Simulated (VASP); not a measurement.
# SiC (P6_3mc) in VASP: further runs, part 2 of 2

VASP 6.6.1. Earlier steps stand in the parts before.

## (4) Single point, LDA

This run uses another cell than the first one, of 10.93 Å³/atom, 1.039 times its volume.

INCAR reads:

```
SYSTEM = SiC
ALGO = Normal
EDIFF = 1E-6
ENCUT = 520
ISIF = 2
ISMEAR = -1
LASPH = .True.
LCHARG = .False.
LREAL = .False.
LWAVE = .False.
NBANDS = 26
NELM = 60
PREC = Accurate
SIGMA = 0.05
```

KPOINTS reads:

```
k-points
0
Gamma
  10 10 3
  0 0 0
```

POSCAR reads:

```
SiC
1.0
    3.1360171929      0.0000000000      0.0000000000
   -1.5680085964      2.7158705557      0.0000000000
    0.0000000000      0.0000000000     10.2681602811
Si C
4 4
Direct
    0.0000000000      0.0000000000      0.1878943800
    0.0000000000      0.0000000000      0.6878943800
    0.3333333333      0.6666666667      0.4378419800
    0.6666666667      0.3333333333      0.9378419800
    0.0000000000      0.0000000000      0.0004600500
    0.0000000000      0.0000000000      0.5004600500
    0.3333333333      0.6666666667      0.2498025900
    0.6666666667      0.3333333333      0.7498025900
```

Potentials or basis: VASP PAW LDA potentials, release 64 (Si, C).

Command:

```
> cat potpaw_LDA.64/Si/POTCAR potpaw_LDA.64/C/POTCAR > POTCAR
> mpirun -np 1 vasp_std > vasp.out
```

OUTCAR:

```text
SYSTEM = SiC
   EDIFF = 1E-6
   ENCUT = 520
   ISIF = 2
   ISMEAR = -1
   LASPH = .True.
   LREAL = .False.
   NELM = 60
   PREC = Accurate

 ion  position               nearest neighbor table
   1  0.000  0.000  0.188-   7 1.92   7 1.92   7 1.92   5 1.92   3 3.14   3 3.14   3 3.14   4 3.14
                             4 3.14   4 3.14
   2  0.000  0.000  0.688-   8 1.92   8 1.92   8 1.92   6 1.92   4 3.14   4 3.14   4 3.14   3 3.14
                             3 3.14   3 3.14
   3  0.333  0.667  0.438-   6 1.92   6 1.92   6 1.92   7 1.93   1 3.14   1 3.14   1 3.14   2 3.14
                             2 3.14   2 3.14
   4  0.667  0.333  0.938-   5 1.92   5 1.92   5 1.92   8 1.93   2 3.14   2 3.14   2 3.14   1 3.14
                             1 3.14   1 3.14
   5  0.000  0.000  0.000-   4 1.92   4 1.92   4 1.92   1 1.92
   6  0.000  0.000  0.500-   3 1.92   3 1.92   3 1.92   2 1.92
   7  0.333  0.667  0.250-   1 1.92   1 1.92   1 1.92   3 1.93
   8  0.667  0.333  0.750-   2 1.92   2 1.92   2 1.92   4 1.93

  LATTYP: Found a hexagonal cell.
 ALAT       =     3.1360171929
 C/A-ratio  =     3.2742678530

  Lattice vectors:

 A1 = (   3.1360171929,   0.0000000000,   0.0000000000)
[... 194 lines left out ...]
 cond. band min:       9.6594997129   @ k =   0.5000  -0.0000   0.0000
 fundamental gap:      2.1492100120
 Fermi energy:         8.4995126048

 k-point     1 :       0.0000    0.0000    0.0000
  band No.  band energies     occupation
      1      -7.4538      2.00000
      2      -6.3217      2.00000
      3      -6.2910      2.00000
      4      -4.0384      2.00000
      5      -0.8169      2.00000
      6       3.2507      2.00000
[... 685 lines left out ...]
     25      15.0151      0.00000
     26      15.9248      0.00000

 [... further k-points ...]
[... 5 lines left out ...]
  --------------------------------------------------------------------------------------
  -------------------------------------------------------------------------------------
  Total       -7.9988991     -7.9988991     -7.9398996     -0.0000000      0.0000000      0.0000000
  in kB     -146.5415100   -146.5415100   -145.4606259     -0.0000000      0.0000000      0.0000000
  external PRESSURE =    -146.1812153 kB  Pullay stress =       0.0000000 kB

 VOLUME and BASIS-vectors are now :
 -----------------------------------------------------------------------------
  energy-cutoff  :      520.00
  volume of cell :       87.45
      direct lattice vectors                 reciprocal lattice vectors
     3.136017193  0.000000000  0.000000000     0.318875803  0.184103031  0.000000000
    -1.568008596  2.715870556  0.000000000     0.000000000  0.368206061  0.000000000
     0.000000000  0.000000000 10.268160281     0.000000000  0.000000000  0.097388429

 POSITION                                       TOTAL-FORCE (eV/Angst)
 -----------------------------------------------------------------------------------
      0.00000      0.00000      1.92933        -0.000000      0.000000     -0.009676
      0.00000      0.00000      7.06341         0.000000     -0.000000     -0.009676
     -0.00000      1.81058      4.49583        -0.000000     -0.000000      0.021732
      1.56801      0.90529      9.62991         0.000000      0.000000      0.021732
      0.00000      0.00000      0.00472         0.000000     -0.000000     -0.003088
      0.00000      0.00000      5.13880        -0.000000      0.000000     -0.003088
     -0.00000      1.81058      2.56501         0.000000     -0.000000     -0.008968
      1.56801      0.90529      7.69909        -0.000000      0.000000     -0.008968
 -----------------------------------------------------------------------------------
    total drift:                               -0.000000     -0.000000      0.000665

  FREE ENERGIE OF THE ION-ELECTRON SYSTEM (eV)
  ---------------------------------------------------
  free  energy   TOTEN  =       -66.2826289333 eV

  energy  without entropy=      -66.2826289332  energy(sigma->0) =      -66.28262893
```

OSZICAR:

```text
N       E                     dE             d eps       ncg     rms          rms(c)
DAV:   1     0.615695085341E+02    0.61570E+02   -0.14282E+04  1456   0.111E+03
DAV:   2    -0.667433436487E+02   -0.12831E+03   -0.11934E+03  1930   0.186E+02
DAV:   3    -0.736745052162E+02   -0.69312E+01   -0.68803E+01  1970   0.404E+01
DAV:   4    -0.737724831885E+02   -0.97978E-01   -0.97819E-01  1856   0.572E+00
DAV:   5    -0.737743425332E+02   -0.18593E-02   -0.18582E-02  1908   0.746E-01    0.170E+01
DAV:   6    -0.665295831356E+02    0.72448E+01   -0.20527E+01  1886   0.194E+01    0.776E+00
DAV:   7    -0.663664416311E+02    0.16314E+00   -0.20058E+00  2040   0.634E+00    0.319E+00
DAV:   8    -0.662952217607E+02    0.71220E-01   -0.11520E-01  1758   0.160E+00    0.113E+00
DAV:   9    -0.662824979283E+02    0.12724E-01   -0.18395E-02  1848   0.706E-01    0.152E-01
DAV:  10    -0.662826215697E+02   -0.12364E-03   -0.10519E-03  1862   0.165E-01    0.886E-02
DAV:  11    -0.662826353924E+02   -0.13823E-04   -0.61938E-05  1864   0.457E-02    0.192E-02
DAV:  12    -0.662826295553E+02    0.58371E-05   -0.17923E-05  1864   0.193E-02    0.116E-02
DAV:  13    -0.662826289333E+02    0.62200E-06   -0.15132E-06  1206   0.627E-03
   1 F= -.66282629E+02 E0= -.66282629E+02  d E =-.876757E-10
```

Run time: 20 s. Hardware: 1 thread of Intel Xeon 6975P-C (Granite Rapids), shared host; peak memory 0.19 GiB.

What came out:

* Free energy: -66.2826 eV
* Pressure: -14.6 GPa
* Largest force: 0.022 eV/Å
* Band gap on the k mesh: 2.15 eV, indirect (least direct gap 3.26 eV)

Forces on the atoms (eV/Å):
```
Si   0.000  0.000 -0.010
Si   0.000  0.000 -0.010
Si   0.000  0.000  0.022
Si   0.000  0.000  0.022
C    0.000  0.000 -0.003
C    0.000  0.000 -0.003
C    0.000  0.000 -0.009
C    0.000  0.000 -0.009
```

Stress tensor (GPa, compression positive):
```
-14.65   0.00   0.00
  0.00 -14.65   0.00
  0.00   0.00 -14.55
```

Levels at points of the mesh, in eV from the valence-band top:
```csv
k point,band 12,band 13,band 14,band 15,band 16,band 17,band 18,band 19,band 20,band 21
"(0.00, 0.00, 0.00)",-0.58,-0.58,-0.05,0.00,0.00,4.58,5.15,5.70,5.76,6.52
"(0.50, 0.00, 0.00)",-2.31,-2.29,-2.16,-1.54,-1.11,2.15,2.23,3.96,4.33,4.95
```

## (5) Single point, r2SCAN+rVV10

This run uses another cell than the first one, of 10.30 Å³/atom, 0.979 times its volume.

POSCAR reads:

```
SiC
1.0
    3.0747183308      0.0000000000      0.0000000000
   -1.5373591654      2.6627841840      0.0000000000
    0.0000000000      0.0000000000     10.0670541539
Si C
4 4
Direct
    0.0000000000      0.0000000000      0.1878913869
    0.0000000000      0.0000000000      0.6878913869
    0.3333333333      0.6666666667      0.4378370887
    0.6666666667      0.3333333333      0.9378370887
    0.0000000000      0.0000000000      0.0004684033
    0.0000000000      0.0000000000      0.5004684033
    0.3333333333      0.6666666667      0.2498021210
    0.6666666667      0.3333333333      0.7498021210
```

INCAR.step1 reads:

```
SYSTEM = SiC
ALGO = Normal
EDIFF = 1E-4
ENCUT = 520
GGA = PE
ISMEAR = -1
LASPH = .True.
LCHARG = .False.
LREAL = .False.
LWAVE = .True.
NBANDS = 26
NELM = 100
PREC = Accurate
SIGMA = 0.05
```

INCAR.step2 reads:

```
SYSTEM = SiC
ALGO = Normal
BPARAM = 11.95
CPARAM = 0.0093
EDIFF = 1E-7
ENCUT = 520
ISIF = 2
ISMEAR = -1
ISTART = 1
IVDW_NL = 2
LASPH = .True.
LCHARG = .False.
LMIXTAU = .True.
LREAL = .False.
LUSE_VDW = .True.
LWAVE = .False.
METAGGA = R2SCAN
NBANDS = 26
NELM = 100
PREC = Accurate
SIGMA = 0.05
```

KPOINTS is that of step 4.

Potentials or basis: VASP PAW PBE potentials, release 64 (Si, C).

Command:

```
> cat potpaw_PBE.64/Si/POTCAR potpaw_PBE.64/C/POTCAR > POTCAR
> cp INCAR.step1 INCAR
> mpirun -np 1 vasp_std > vasp.out
> cp INCAR.step2 INCAR
> mpirun -np 1 vasp_std > vasp.out
```

Run time: 3.3 min. Hardware: 1 thread of Intel Xeon 6975P-C (Granite Rapids), shared host; peak memory 0.4 GiB.

It converged, with:

```
Free energy            : -76.8868 eV
Pressure               : -0.1 GPa
Band gap on the k mesh : 2.58 eV, indirect (least direct gap 3.76 eV)
```

Levels at points of the mesh, in eV from the valence-band top:
```
           k point  band 13  band 14  band 15  band 16  band 17  band 18  band 19  band 20
(0.00, 0.00, 0.00)    -0.61    -0.05     0.00     0.00     5.67     6.27     6.90     6.92
(0.50, 0.00, 0.00)    -2.48    -2.33    -1.65    -1.18     2.58     2.74     4.70     5.26
```

Caveat: the PAW data sets were made with another functional, which shifts forces and pressure a little. A k mesh can miss the band edges.

## (6) Relaxation of cell and atoms, r2SCAN+rVV10

This run uses another cell than the first one, of 10.31 Å³/atom, 0.980 times its volume.

POSCAR reads:

```
SiC
1.0
    3.0756941497      0.0000000000      0.0000000000
   -1.5378470748      2.6636292679      0.0000000000
    0.0000000000      0.0000000000     10.0706464800
Si C
4 4
Direct
    0.0000000000      0.0000000000      0.1878943800
    0.0000000000      0.0000000000      0.6878943800
    0.3333333333      0.6666666667      0.4378419800
    0.6666666667      0.3333333333      0.9378419800
    0.0000000000      0.0000000000      0.0004600500
    0.0000000000      0.0000000000      0.5004600500
    0.3333333333      0.6666666667      0.2498025900
    0.6666666667      0.3333333333      0.7498025900
```

INCAR.step1 reads:

```
PREC = Accurate
ENCUT = 600
ISMEAR = -1
SIGMA = 0.05
LREAL = False
LASPH = True
NELM = 100
GGA = PE
ALGO = Normal
EDIFF = 1E-4
LWAVE = True
LCHARG = False
```

INCAR.step2 reads:

```
PREC = Accurate
ENCUT = 600
EDIFF = 1E-6
ISMEAR = -1
SIGMA = 0.05
LREAL = False
LASPH = True
NELM = 100
ALGO = Normal
ISIF = 3
LWAVE = False
LCHARG = False
METAGGA = R2SCAN
LMIXTAU = True
LUSE_VDW = True
IVDW_NL = 2
BPARAM = 11.95
CPARAM = 0.0093
IBRION = 2
NSW = 60
EDIFFG = -0.01
ISTART = 1
```

KPOINTS reads:

```
regular mesh
0
Gamma
  10 10 3
```

Potentials or basis: VASP PAW PBE potentials, release 64 (Si, C).

Command:

```
> cat potpaw_PBE.64/Si/POTCAR potpaw_PBE.64/C/POTCAR > POTCAR
> cp INCAR.step1 INCAR
> mpirun -np 1 vasp_std > vasp.out
> cp INCAR.step2 INCAR
> mpirun -np 1 vasp_std > vasp.out
```

OUTCAR:

```text
PREC = Accurate
   ENCUT = 600
   EDIFF = 1E-6
   ISMEAR = -1
   LREAL = False
   LASPH = True
   NELM = 100
   ISIF = 3
   METAGGA = R2SCAN
   IVDW_NL = 2
   BPARAM = 11.95
   IBRION = 2
   NSW = 60
   EDIFFG = -0.01
   ISTART = 1

 ion  position               nearest neighbor table
   1  0.000  0.000  0.188-   7 1.88   7 1.88   7 1.88   5 1.89   3 3.08   3 3.08   3 3.08   4 3.08
                             4 3.08   4 3.08
   2  0.000  0.000  0.688-   8 1.88   8 1.88   8 1.88   6 1.89   4 3.08   4 3.08   4 3.08   3 3.08
                             3 3.08   3 3.08
   3  0.333  0.667  0.438-   6 1.88   6 1.88   6 1.88   7 1.89   1 3.08   1 3.08   1 3.08   2 3.08
                             2 3.08   2 3.08
   4  0.667  0.333  0.938-   5 1.88   5 1.88   5 1.88   8 1.89   2 3.08   2 3.08   2 3.08   1 3.08
                             1 3.08   1 3.08
   5  0.000  0.000  0.000-   4 1.88   4 1.88   4 1.88   1 1.89
[... 292 lines left out ...]
  ---------------------------------------------------
  ext. energy  EPLUGINS =         0.00000000
  ---------------------------------------------------
  free energy    TOTEN  =       -76.89503448 eV

  energy without entropy =      -76.89503448  energy(sigma->0) =      -76.89503448

 E-fermi :   9.1451     XC(G=0): -11.9842

 val. band max:        8.1133361569   @ k =   0.0000   0.0000   0.0000
 cond. band min:      10.6919494208   @ k =   0.5000   0.0000   0.0000
 fundamental gap:      2.5786132639
 Fermi energy:         9.1451446259

 k-point     1 :       0.0000    0.0000    0.0000
  band No.  band energies     occupation
      1      -8.2016      2.00000
      2      -6.9787      2.00000
      3      -6.9401      2.00000
      4      -4.5495      2.00000
      5      -0.8321      2.00000
      6       3.5287      2.00000
[... 565 lines left out ...]
     20      13.5110      0.00000
     21      14.7145      0.00000

 [... further k-points ...]
[... 5 lines left out ...]
  --------------------------------------------------------------------------------------
  -------------------------------------------------------------------------------------
  Total        0.0010100      0.0010100      0.0028960      0.0000000      0.0000000      0.0000000
  in kB        0.0196598      0.0196598      0.0563692      0.0000000      0.0000000      0.0000000
  external PRESSURE =       0.0318963 kB  Pullay stress =       0.0000000 kB
[... 23 lines left out ...]
  FREE ENERGIE OF THE ION-ELECTRON SYSTEM (eV)
  ---------------------------------------------------
  free  energy   TOTEN  =       -76.8950344769 eV

  energy  without entropy=      -76.8950344769  energy(sigma->0) =      -76.89503448

 reached required accuracy - stopping structural energy minimisation
```

OUTCAR.step1:

```text
PREC = Accurate
   ENCUT = 600
   ISMEAR = -1
   LREAL = False
   LASPH = True
   NELM = 100
[... 826 lines left out ...]
      0.00000      0.00000      5.03996         0.000000      0.000000     -0.002117
     -0.00000      1.77575      2.51567         0.000000     -0.000000      0.004552
      1.53785      0.88788      7.55100        -0.000000      0.000000      0.004552
 -----------------------------------------------------------------------------------
    total drift:                                0.000000      0.000000     -0.001789

  FREE ENERGIE OF THE ION-ELECTRON SYSTEM (eV)
  ---------------------------------------------------
  free  energy   TOTEN  =       -60.2367226518 eV

  energy  without entropy=      -60.2367226517  energy(sigma->0) =      -60.23672265
```

OSZICAR.step1:

```text
N       E                     dE             d eps       ncg     rms          rms(c)
DAV:   1     0.105339212061E+03    0.10534E+03   -0.16370E+04  1176   0.155E+03
DAV:   2    -0.595319901399E+02   -0.16487E+03   -0.15512E+03  1665   0.231E+02
DAV:   3    -0.675531855507E+02   -0.80212E+01   -0.79662E+01  1464   0.531E+01
DAV:   4    -0.676858704223E+02   -0.13268E+00   -0.13243E+00  1446   0.765E+00
DAV:   5    -0.676890194014E+02   -0.31490E-02   -0.31480E-02  1426   0.115E+00    0.177E+01
DAV:   6    -0.604632778032E+02    0.72257E+01   -0.24408E+01  1376   0.239E+01    0.783E+00
DAV:   7    -0.602668927987E+02    0.19639E+00   -0.17911E+00  1611   0.683E+00    0.339E+00
DAV:   8    -0.602374689823E+02    0.29424E-01   -0.10320E-01  1386   0.187E+00    0.855E-01
DAV:   9    -0.602361631259E+02    0.13059E-02   -0.12717E-02  1436   0.702E-01    0.165E-01
DAV:  10    -0.602366662586E+02   -0.50313E-03   -0.12783E-03  1396   0.206E-01    0.721E-02
DAV:  11    -0.602367226518E+02   -0.56393E-04   -0.16487E-04   966   0.954E-02
   1 F= -.60236723E+02 E0= -.60236723E+02  d E =-.841724E-10
```

Run time: 7.3 min. Hardware: 1 thread of Intel Xeon 6975P-C (Granite Rapids), shared host; peak memory 0.5 GiB.

Results:

```
Free energy                            : -76.8950 eV
Relaxed volume                         : 10.29 Å³/atom
Relaxed cell                           : a = 3.073 Å, b = 3.073 Å, c = 10.063 Å, α = 90.00°, β = 90.00°, γ = 120.00°
Space group after relaxing (to 0.05 Å) : P6_3mc (No. 186)
Energy gained by relaxing              : 0.0 meV/atom
Ionic steps                            : 3
Pressure after relaxing                : 0.0 GPa
Band gap on the k mesh                 : 2.58 eV, indirect (least direct gap 3.76 eV)
```

Step by step:
```
step  energy change (eV)  largest force (eV/Å)  pressure (GPa)  volume (Å³)
   1              0.0000                0.0038           -0.53        82.50
   2              0.0001                0.0032            0.60        82.10
   3             -0.0003                0.0009            0.00        82.31
```

Final structure:
```yaml
crystal:
  lattice:
    - [3.07332, 0.00000, 0.00000]
    - [-1.53666, 2.66157, 0.00000]
    - [0.00000, 0.00000, 10.06302]
  atoms:
    - { symbol: Si, position: [0.00000, 0.00000, 0.18789] }
    - { symbol: Si, position: [0.00000, 0.00000, 0.68789] }
    - { symbol: Si, position: [0.33333, 0.66667, 0.43784] }
    - { symbol: Si, position: [0.66667, 0.33333, 0.93784] }
    - { symbol: C, position: [0.00000, 0.00000, 0.00047] }
    - { symbol: C, position: [0.00000, 0.00000, 0.50047] }
    - { symbol: C, position: [0.33333, 0.66667, 0.24980] }
    - { symbol: C, position: [0.66667, 0.33333, 0.74980] }
```

Caveat: the PAW data sets were made with another functional, which shifts forces and pressure a little.

## (7) Overview

| task | level | potentials or basis | cell | cutoff (eV) | gap on the mesh (eV) | pressure (GPa) | largest force (eV/Å) |
| --- | --- | --- | --- | --- | --- | --- | --- |
| single point | LDA | VASP PAW LDA potentials, release 64 (Si, C) | a = 3.096, b = 3.096, c = 10.137 Å, angles 90.0, 90.0, 120.0°, 8 atoms | 520 | 2.16 | -7.5 | 0.01 |
| single point | LDA | VASP PAW LDA potentials, release 64 (Si, C) | a = 3.116, b = 3.116, c = 10.203 Å, angles 90.0, 90.0, 120.0°, 8 atoms | 520 | 2.16 | -11.2 | 0.02 |
| single point | LDA | VASP PAW LDA potentials, release 64 (Si, C) | a = 3.136, b = 3.136, c = 10.268 Å, angles 90.0, 90.0, 120.0°, 8 atoms | 520 | 2.15 | -14.6 | 0.02 |
| single point | r2SCAN+rVV10 | VASP PAW PBE potentials, release 64 (Si, C) | a = 3.075, b = 3.075, c = 10.067 Å, angles 90.0, 90.0, 120.0°, 8 atoms | 520 | 2.58 | -0.1 | - |
| relaxation of cell and atoms | r2SCAN+rVV10 | VASP PAW PBE potentials, release 64 (Si, C) | relaxed from a = 3.076, b = 3.076, c = 10.071 Å, angles 90.0, 90.0, 120.0°, 8 atoms | 600 | 2.58 | 0.0 | - |

Alike in all rows: no spin polarisation; k mesh 10 × 10 × 3; smearing fermi-dirac 0.05 eV.

Caveats: the PAW data sets were made with another functional, which shifts forces and pressure a little (some runs).

Absolute energies hang on the potentials; compare differences alone.
